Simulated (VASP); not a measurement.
Wanted: the native input for a VASP 6.6.1 run.

```
Task                   : single point
Functional             : PBEsol
Potentials or basis    : VASP PAW PBE potentials, release 64 (Rb_sv)
Cutoff                 : 520 eV
k mesh                 : 12 × 12 × 12
Occupations            : gaussian, width 0.15 eV
Spin                   : no spin polarisation
Dipole correction      : no
Further INCAR settings : ALGO = Fast; EDIFF = 1e-06; NBANDS = 10
```

The structure of Rb lies in POSCAR:

```
Rb
1.0
   -2.7218200000      2.7218200000      2.8060000000
    2.7218200000     -2.7218200000      2.8060000000
    2.7218200000      2.7218200000     -2.8060000000
Rb
1
Direct
    0.0000000000      0.0000000000      0.0000000000
```

This cell differs from its parent crystal: strain -0.030 along x and y, +0.000 along z.

The input as run:

INCAR

```
PREC = Accurate ; ENCUT = 520
EDIFF = 1E-6 ; ISMEAR = 0
SIGMA = 0.15 ; LREAL = F
LASPH = T ; NELM = 60
ALGO = Fast ; ISIF = 2
LWAVE = F ; LCHARG = F
GGA = PS ; NBANDS = 10
```

KPOINTS

```
Automatic mesh
0
Gamma
  12 12 12
```

Potentials or basis: VASP PAW PBE potentials, release 64 (Rb_sv).

The run is started by

```console
$ cat potpaw_PBE.64/Rb_sv/POTCAR > POTCAR
$ mpirun -np 1 vasp_std > vasp.out
```

Results of the run:

```
Pressure : 0.1 GPa
```

Caveat: the cell differs from its parent crystal (strain -0.030 along x and y, +0.000 along z); the PAW data sets were made with another functional, which shifts forces and pressure a little.

Wall time 4 min on 1 thread of AMD EPYC 7R13, on a shared host, peak memory 0.26 GiB.
